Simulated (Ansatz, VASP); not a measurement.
# V: VASP beside Ansatz

```
V
1.0
     0.00000    1.90227    1.90227
     1.90227    0.00000    1.90227
     1.90227    1.90227    0.00000
V
1
Direct
  0.00000 0.00000 0.00000
```

Alike in both runs: task relaxation of cell and atoms; functional r2SCAN; k mesh 16 × 16 × 16; occupations gaussian, width 0.1 eV; collinear spin.

```csv
,VASP,Ansatz
version,VASP 6.6.1,Ansatz 0.2.0
potentials or method,"VASP PAW PBE potentials, release 64 (V_sv), cutoff 600 eV","scalar-relativistic, plane waves, PAW"
valence electrons in the cell,13,13
```

Ansatz gave:

| Item | Value |
| --- | --- |
| gap on the k mesh at the Fermi level, each at its own relaxed structure (eV) | none |
| net moment per atom (μB) | 0.00 |
| relaxed volume (Å³/atom) | 13.72 |
| relaxed cell length with the largest relative difference (Å) | 2.687 |

Problem. Estimate VASP's values.

Solution. gap on the k mesh at the Fermi level, each at its own relaxed structure (eV): none; net moment per atom (μB): 0.00; relaxed volume (Å³/atom): 13.77; relaxed cell length with the largest relative difference (Å): 2.690.

VASP's potentials were made for PBE, not for r2SCAN. A gap of «none» marks a metal or a gap that the smearing closes. Ansatz's warnings: seeded moment not kept.

Noted on VASP's run: the relaxation stopped at its first step, so nothing moved.
